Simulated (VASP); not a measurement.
# SrMg (P4/mmm) in VASP: a series of runs

SrMg is run at these levels: LDA; tasks: electric field gradients.

Program: VASP 6.6.1. These are calculated values, not measurements. Logs are shortened: lines on timing, memory, paths and dates and some standing lists are left out, and cuts for length are marked.

## 1. The cell of the first run

Symmetry: P4/mmm, No. 123, tetragonal system. The conventional cell has a = 3.978 Å, b = 3.978 Å, c = 3.900 Å, α = 90.00°, β = 90.00°, γ = 90.00°. Sr (site symmetry 4/mmm) has 8 Mg at 3.42 Å and 6 Sr at 3.90 to 3.98 Å within 4.5 Å. Mg (site symmetry 4/mmm) has 8 Sr at 3.42 Å and 6 Mg at 3.90 to 3.98 Å within 4.5 Å.

## 2. Electric field gradients, LDA (equal xx and yy strain of +2 %)

File INCAR:

```
PREC = Accurate
ENCUT = 520
EDIFF = 1E-8
ISMEAR = -1
SIGMA = 0.05
LREAL = False
LASPH = True
NELM = 100
ALGO = Normal
ISIF = 2
LWAVE = False
LCHARG = False
GGA = CA
LEFG = True
NBANDS = 13
```

File KPOINTS:

```
regular mesh
0
Gamma
  9 9 9
```

File POSCAR:

```
SrMg
1.0
    3.9780000000      0.0000000000      0.0000000000
    0.0000000000      3.9780000000      0.0000000000
    0.0000000000      0.0000000000      3.9000000000
Sr Mg
1 1
Direct
    0.5000000000      0.5000000000      0.5000000000
    0.0000000000      0.0000000000      0.0000000000
```

Potentials or basis: VASP PAW LDA potentials, release 64 (Sr_sv, Mg).

Command:

```
$ cat potpaw_LDA.64/Sr_sv/POTCAR potpaw_LDA.64/Mg/POTCAR > POTCAR
$ mpirun -np 1 vasp_std > vasp.out
```

OUTCAR:

```text
PREC = Accurate
   ENCUT = 520
   EDIFF = 1E-8
   ISMEAR = -1
   LREAL = False
   LASPH = True
   NELM = 100
   ISIF = 2
   GGA = CA

 ion  position               nearest neighbor table
   1  0.500  0.500  0.500-   2 3.42   2 3.42   2 3.42   2 3.42   2 3.42   2 3.42   2 3.42   2 3.42

   2  0.000  0.000  0.000-   1 3.42   1 3.42   1 3.42   1 3.42   1 3.42   1 3.42   1 3.42   1 3.42

  LATTYP: Found a simple tetragonal cell.
 ALAT       =     3.9780000000
 C/A-ratio  =     0.9803921569

  Lattice vectors:

 A1 = (   3.9780000000,   0.0000000000,   0.0000000000)
 A2 = (   0.0000000000,   3.9780000000,   0.0000000000)
 A3 = (   0.0000000000,   0.0000000000,   3.9000000000)

Analysis of symmetry for initial positions (statically):
=====================================================================
 Subroutine PRICEL returns:
 Original cell was already a primitive cell.

 Routine SETGRP: Setting up the symmetry group for a
 simple tetragonal supercell.

 Subroutine GETGRP returns: Found 16 space group operations
 (whereof 16 operations were pure point group operations)
 out of a pool of 16 trial point group operations.

The static configuration has the point symmetry D_4h.

Analysis of symmetry for dynamics (positions and initial velocities):
=====================================================================
 Subroutine PRICEL returns:
 Original cell was already a primitive cell.

 Routine SETGRP: Setting up the symmetry group for a
 simple tetragonal supercell.

 Subroutine GETGRP returns: Found 16 space group operations
 (whereof 16 operations were pure point group operations)
 out of a pool of 16 trial point group operations.

The dynamic configuration has the point symmetry D_4h.

 Subroutine INISYM returns: Found 16 space group operations
 (whereof 16 operations are pure point group operations),
 and found     1 'primitive' translations

----------------------------------------------------------------------------------------

                                     Primitive cell

  volume of cell :      61.7155

  direct lattice vectors                    reciprocal lattice vectors
     3.978000000  0.000000000  0.000000000     0.251382604  0.000000000  0.000000000
     0.000000000  3.978000000  0.000000000     0.000000000  0.251382604  0.000000000
     0.000000000  0.000000000  3.900000000     0.000000000  0.000000000  0.256410256

  length of vectors
     3.978000000  3.978000000  3.900000000     0.251382604  0.251382604  0.256410256

  position of ions in fractional coordinates (direct lattice)
     0.500000000  0.500000000  0.500000000
     0.000000000  0.000000000  0.000000000

  ion indices of the primitive-cell ions
   primitive index   ion index
                 1           1
                 2           2

----------------------------------------------------------------------------------------

 KPOINTS: regular mesh

Automatic generation of k-mesh.
 Grid dimensions read from file:
 generate k-points for:    9    9    9

 Generating k-lattice:

  Cartesian coordinates                     Fractional coordinates (reciprocal lattice)
     0.027931400  0.000000000  0.000000000     0.111111111  0.000000000  0.000000000
     0.000000000  0.027931400  0.000000000     0.000000000  0.111111111  0.000000000
     0.000000000  0.000000000  0.028490028     0.000000000  0.000000000  0.111111111

  Length of vectors
     0.027931400  0.027931400  0.028490028

  Shift w.r.t. Gamma in fractional coordinates (k-lattice)
     0.000000000  0.000000000  0.000000000

 Subroutine IBZKPT returns following result:
 ===========================================

 Found     75 irreducible k-points:

[... 32 lines left out ...]
   ions per type =               1   1
   NGX,Y,Z   is equivalent  to a cutoff of  12.54, 12.54, 12.79 a.u.
   NGXF,Y,Z  is equivalent  to a cutoff of  25.07, 25.07, 25.58 a.u.
 SYSTEM =  unknown system
   PREC   = accura    normal or accurate (medium, high low for compatibility)
   ISTART =      0    job   : 0-new  1-cont  2-samecut
   ICHARG =      2    charge: 1-file 2-atom 10-const
   ISPIN  =      1    spin polarized calculation?
   LNONCOLLINEAR =      F non collinear calculations
   LSORBIT =      F    spin-orbit coupling
   LASPH  =      T    aspherical Exc in radial PAW
   ENCUT  =  520.0 eV  38.22 Ry    6.18 a.u.   7.40  7.40  7.25*2*pi/ulx,y,z
   NELM   =    100;   NELMIN=  2; NELMDL= -5     # of ELM steps
   EDIFF  = 0.1E-07   stopping-criterion for ELM
   LREAL  =      F    real-space projection
   EDIFFG = 0.1E-06   stopping-criterion for IOM
   NSW    =      0    number of steps for IOM
   IBRION =     -1    ionic relax: 0-MD 1-quasi-New 2-CG
   NFREE  =      0    steps in history (QN), initial steepest desc. (CG)
   ISIF   =      2    stress and relaxation
   ISYM   =      2    0-nonsym 1-usesym 2-fastsym
   POTIM  = 0.5000    time-step for ionic-motion
   TEBEG  =    0.0;   TEEND  =   0.0 temperature during run
   PSTRESS=    0.0 pullay stress
   NELECT =      12.0000    total number of electrons
   NUPDOWN=      -1.0000    fix difference up-down
   EMIN   =  10.00;   EMAX   =-10.00  energy-range for DOS
   EFERMI =   0.00;   METHOD = LEGACY
   ISMEAR =    -1;   SIGMA  =   0.05  broadening in eV -4-tet -1-fermi 0-gaus
   EFERMI_NEDOS =   21; number of points for ismear=-14 and -15
   IALGO  =     38    algorithm
   IMIX   =      4    mixing-type and parameters
     AMIX     =   0.40;   BMIX     =  1.00
     AMIX_MAG =   1.60;   BMIX_MAG =  1.00
  volume/ion in A,a.u.               =      30.86       208.24
  Fermi-wavevector in a.u.,A,eV,Ry     =   0.948427  1.792267 12.238625  0.899514
  Thomas-Fermi vector in A             =   2.076614
   LORBIT       =      0    0 simple, 1 ext, 2 COOP (PROOUT), +10 PAW based schemes
   GGA     = CA    functional components
   LHFCALC =     F    Hartree Fock is set to
   AEXX    =    0.0000 exact exchange contribution
   IVDW    =     0    specifies the selected vdW correction
   LEPSILON=     F    determine dielectric tensor
   LRPA    =     F    only Hartree local field effects (RPA)
 non-spin polarized calculation
  energy-cutoff  :      520.00
  volume of cell :       61.72
 maximum number of plane-waves:      1699
 NGX is ok and might be reduce to    30
   NGX = 15   NGY = 15   NGZ = 15

 number of electron      12.0000000 magnetization

 Free energy of the ion-electron system (eV)
  ---------------------------------------------------
  ext. energy  EPLUGINS =         0.00000000
  ---------------------------------------------------
  free energy    TOTEN  =        -3.88712495 eV

  energy without entropy =       -3.87460965  energy(sigma->0) =       -3.88086730

 E-fermi :   2.4386     XC(G=0):  -8.7166

 val. band max:        2.4064309428   @ k =   0.2222   0.0000   0.0000
 cond. band min:       2.4444282765   @ k =   0.3333   0.3333   0.2222
 fundamental gap:      0.0379973337
 Fermi energy:         2.4386020639

 k-point     1 :       0.0000    0.0000    0.0000
  band No.  band energies     occupation
      1     -33.0468      2.00000
      2     -15.1049      2.00000
      3     -15.1049      2.00000
      4     -15.0886      2.00000
      5      -2.7403      2.00000
      6       3.0594      0.00001
      7       3.1062      0.00000
      8       6.6065      0.00000
      9       6.6065      0.00000
     10       6.9474      0.00000
     11       7.2731      0.00000
     12       7.4172      0.00000
     13       7.4172      0.00000
[... 354 lines left out ...]
  band No.  band energies     occupation
      1     -33.0298      2.00000
      2     -15.3416      2.00000
      3     -15.1078      2.00000
      4     -15.0978      2.00000
      5      -0.4606      2.00000
      6       0.6307      2.00000
      7       3.9041      0.00000
      8       4.3082      0.00000
      9       4.9064      0.00000
     10       6.7490      0.00000
     11       8.4260      0.00000
     12       8.8861      0.00000
     13       9.7594      0.00000

 [... further k-points ...]

------------------------ aborting loop because EDIFF is reached ----------------------------------------

  FORCE on cell =-STRESS in cart. coord.  units (eV):
  Direction    XX          YY          ZZ          XY          YZ          ZX
  --------------------------------------------------------------------------------------
  -------------------------------------------------------------------------------------
  Total        0.7159208      0.7159208      0.8531375      0.0000000      0.0000000      0.0000000
  in kB       18.5858064     18.5858064     22.1480470      0.0000000      0.0000000      0.0000000
  external PRESSURE =      19.7732199 kB  Pullay stress =       0.0000000 kB

 VOLUME and BASIS-vectors are now :
 -----------------------------------------------------------------------------
  energy-cutoff  :      520.00
  volume of cell :       61.72
      direct lattice vectors                 reciprocal lattice vectors
     3.978000000  0.000000000  0.000000000     0.251382604  0.000000000  0.000000000
     0.000000000  3.978000000  0.000000000     0.000000000  0.251382604  0.000000000
     0.000000000  0.000000000  3.900000000     0.000000000  0.000000000  0.256410256

 POSITION                                       TOTAL-FORCE (eV/Angst)
 -----------------------------------------------------------------------------------
      1.98900      1.98900      1.95000         0.000000      0.000000      0.000000
      0.00000      0.00000      0.00000         0.000000      0.000000      0.000000
 -----------------------------------------------------------------------------------
    total drift:                                0.000000      0.000000      0.000000

  FREE ENERGIE OF THE ION-ELECTRON SYSTEM (eV)
  ---------------------------------------------------
  free  energy   TOTEN  =        -3.8871249549 eV

  energy  without entropy=       -3.8746096497  energy(sigma->0) =       -3.88086730

 Electric field gradients (V/A^2)
---------------------------------------------------------------------
 ion       V_xx      V_yy      V_zz      V_xy      V_xz      V_yz
---------------------------------------------------------------------
   1      -2.218    -2.218     4.437    -0.000     0.000     0.000
   2      -0.007    -0.007     0.014     0.000     0.000    -0.000
---------------------------------------------------------------------

 Electric field gradients after diagonalization (V/A^2)
 (convention: |V_zz| > |V_xx| > |V_yy|)
----------------------------------------------------------------------
 ion       V_xx      V_yy      V_zz     asymmetry (V_yy - V_xx)/ V_zz
----------------------------------------------------------------------
   1      -2.218    -2.218     4.437       0.000
   2      -0.007    -0.007     0.014       0.000
----------------------------------------------------------------------

           NMR quadrupolar parameters

 Cq : quadrupolar parameter    Cq=e*Q*V_zz/h
 eta: asymmetry parameters     (V_yy - V_xx)/ V_zz
 Q  : nuclear electric quadrupole moment in mb (millibarn)
----------------------------------------------------------------------
 ion       Cq(MHz)       eta       Q (mb)
----------------------------------------------------------------------
   1       0.011       0.000       1.000
   2       0.000       0.000       1.000
----------------------------------------------------------------------
```

Wall time 65 s (1 thread of Intel Xeon 8259CL, shared host); peak memory 0.2 GiB.

Results:

| Property | Result |
| --- | --- |
| Free energy | -3.8871 eV |
| Pressure | 2.0 GPa |
| Band gap on the k mesh | zero (bands 6 and 7 overlap by 1.31 eV) |
| Largest electric field gradient by atom | Sr +4.4; Mg +0.0 V/Å² |

Stress tensor (GPa, compression positive):
```
1.86 0.00 0.00
0.00 1.86 0.00
0.00 0.00 2.21
```

Electric field gradients, principal values (V/Å²):
| atom | least | middle | greatest (by size) |
| --- | --- | --- | --- |
| 1 Sr | -2.218 | -2.218 | 4.437 |
| 2 Mg | -0.007 | -0.007 | 0.014 |

Caveat: the cell differs from its parent crystal (equal xx and yy strain of +2 %); without QUAD_EFG the Cq values of the log hold for a quadrupole moment of 1 mb, not for the nuclei.

## 3. Electric field gradients, LDA (equal xx and yy strain of +2 %)

File INCAR:

```
SYSTEM = SrMg
PREC     = Accurate       ! precision mode
ENCUT    = 520            ! plane-wave cutoff, eV
EDIFF    = 1E-8           ! SCF threshold, eV
ISMEAR   = -1             ! smearing method
SIGMA    = 0.05           ! smearing width, eV
LREAL    = .False.        ! projectors in reciprocal space
LASPH    = .True.         ! aspherical terms in the spheres
NELM     = 80             ! most SCF steps
ALGO     = Normal         ! electronic algorithm
ISIF     = 2              ! what is computed and relaxed
LWAVE    = .False.        ! write WAVECAR
LCHARG   = .False.        ! write CHGCAR
GGA      = CA             ! functional
LEFG     = .True.       
NBANDS   = 13             ! bands
```

File KPOINTS:

```
regular mesh
0
Gamma
  9 9 9
  0 0 0
```

POSCAR is that of step 2.

Potentials or basis: VASP PAW LDA potentials, release 64 (Sr_sv, Mg).

Command:

```
$ cat potpaw_LDA.64/Sr_sv/POTCAR potpaw_LDA.64/Mg/POTCAR > POTCAR
$ mpirun -np 1 vasp_std > vasp.out
```

OUTCAR:

```text
SYSTEM = SrMg
   PREC = Accurate
   ENCUT = 520
   EDIFF = 1E-8
   ISMEAR = -1
   LREAL = .False.
   LASPH = .True.
   NELM = 80
   ISIF = 2
   GGA = CA

 ion  position               nearest neighbor table
   1  0.500  0.500  0.500-   2 3.42   2 3.42   2 3.42   2 3.42   2 3.42   2 3.42   2 3.42   2 3.42

   2  0.000  0.000  0.000-   1 3.42   1 3.42   1 3.42   1 3.42   1 3.42   1 3.42   1 3.42   1 3.42

  LATTYP: Found a simple tetragonal cell.
 ALAT       =     3.9780000000
 C/A-ratio  =     0.9803921569

  Lattice vectors:

 A1 = (   3.9780000000,   0.0000000000,   0.0000000000)
 A2 = (   0.0000000000,   3.9780000000,   0.0000000000)
 A3 = (   0.0000000000,   0.0000000000,   3.9000000000)

Analysis of symmetry for initial positions (statically):
=====================================================================
 Subroutine PRICEL returns:
 Original cell was already a primitive cell.

 Routine SETGRP: Setting up the symmetry group for a
 simple tetragonal supercell.
[... 574 lines left out ...]
      direct lattice vectors                 reciprocal lattice vectors
     3.978000000  0.000000000  0.000000000     0.251382604  0.000000000  0.000000000
     0.000000000  3.978000000  0.000000000     0.000000000  0.251382604  0.000000000
     0.000000000  0.000000000  3.900000000     0.000000000  0.000000000  0.256410256

 POSITION                                       TOTAL-FORCE (eV/Angst)
 -----------------------------------------------------------------------------------
      1.98900      1.98900      1.95000         0.000000      0.000000      0.000000
      0.00000      0.00000      0.00000         0.000000      0.000000      0.000000
 -----------------------------------------------------------------------------------
    total drift:                                0.000000      0.000000      0.000000

  FREE ENERGIE OF THE ION-ELECTRON SYSTEM (eV)
  ---------------------------------------------------
  free  energy   TOTEN  =        -3.8871249549 eV

  energy  without entropy=       -3.8746096497  energy(sigma->0) =       -3.88086730

 Electric field gradients (V/A^2)
---------------------------------------------------------------------
 ion       V_xx      V_yy      V_zz      V_xy      V_xz      V_yz
---------------------------------------------------------------------
   1      -2.218    -2.218     4.437    -0.000     0.000     0.000
   2      -0.007    -0.007     0.014     0.000     0.000    -0.000
---------------------------------------------------------------------

 Electric field gradients after diagonalization (V/A^2)
 (convention: |V_zz| > |V_xx| > |V_yy|)
----------------------------------------------------------------------
 ion       V_xx      V_yy      V_zz     asymmetry (V_yy - V_xx)/ V_zz
----------------------------------------------------------------------
   1      -2.218    -2.218     4.437       0.000
   2      -0.007    -0.007     0.014       0.000
----------------------------------------------------------------------

           NMR quadrupolar parameters

 Cq : quadrupolar parameter    Cq=e*Q*V_zz/h
 eta: asymmetry parameters     (V_yy - V_xx)/ V_zz
 Q  : nuclear electric quadrupole moment in mb (millibarn)
----------------------------------------------------------------------
 ion       Cq(MHz)       eta       Q (mb)
----------------------------------------------------------------------
   1       0.011       0.000       1.000
   2       0.000       0.000       1.000
----------------------------------------------------------------------
```

OSZICAR:

```text
N       E                     dE             d eps       ncg     rms          rms(c)
DAV:   1     0.445030729487E+02    0.44503E+02   -0.55873E+03  1966   0.767E+02
DAV:   2    -0.973773472198E+00   -0.45477E+02   -0.44176E+02  2442   0.165E+02
DAV:   3    -0.381120301052E+01   -0.28374E+01   -0.28209E+01  3255   0.311E+01
DAV:   4    -0.391771210349E+01   -0.10651E+00   -0.10642E+00  2554   0.420E+00
DAV:   5    -0.391952325818E+01   -0.18112E-02   -0.18111E-02  2806   0.500E-01    0.174E+01
DAV:   6    -0.389786143721E+01    0.21662E-01   -0.17166E-02  2381   0.109E+00    0.971E+00
DAV:   7    -0.388749805123E+01    0.10363E-01   -0.24189E-02  2283   0.130E+00    0.410E-01
DAV:   8    -0.388710393417E+01    0.39412E-03   -0.22262E-03  3217   0.266E-01    0.856E-02
DAV:   9    -0.388712016351E+01   -0.16229E-04   -0.27657E-05  2448   0.370E-02    0.386E-02
DAV:  10    -0.388712490799E+01   -0.47445E-05   -0.10141E-05  3109   0.223E-02    0.335E-02
DAV:  11    -0.388712490169E+01    0.62902E-08   -0.68046E-07  2305   0.563E-03    0.116E-03
DAV:  12    -0.388712494987E+01   -0.48180E-07   -0.17316E-07  3076   0.132E-03    0.572E-04
DAV:  13    -0.388712495489E+01   -0.50148E-08   -0.45665E-09  1652   0.432E-04
   1 F= -.38871250E+01 E0= -.38808673E+01  d E =-.125153E-01
```

stdout:

```text
POSCAR found type information on POSCAR SrMg
 POSCAR found :  2 types and       2 ions
 scaLAPACK will be used
 LDA part: xc-table for (Slater(with rela. corr.)+CA(PZ))
 , standard interpolation
 POSCAR, INCAR and KPOINTS ok, starting setup
 FFT: planning ... GRIDC
 FFT: planning ... GRID_SOFT
 FFT: planning ... GRID
 WAVECAR not read
 entering main loop
ion   1

ion   2
```

Wall time 58 s (1 thread of Intel Xeon 8259CL, shared host); peak memory 0.2 GiB.

What came out:

| Item | Value |
| --- | --- |
| Free energy | -3.8871 eV |
| Pressure | 2.0 GPa |
| Band gap on the k mesh | zero (bands 6 and 7 overlap by 1.31 eV) |
| Largest electric field gradient by atom | Sr +4.4; Mg +0.0 V/Å² |

Electric field gradients, principal values (V/Å²):
| atom | least | middle | greatest (by size) |
| --- | --- | --- | --- |
| 1 Sr | -2.218 | -2.218 | 4.437 |
| 2 Mg | -0.007 | -0.007 | 0.014 |

Caveat: the cell differs from its parent crystal (equal xx and yy strain of +2 %); without QUAD_EFG the Cq values of the log hold for a quadrupole moment of 1 mb, not for the nuclei.
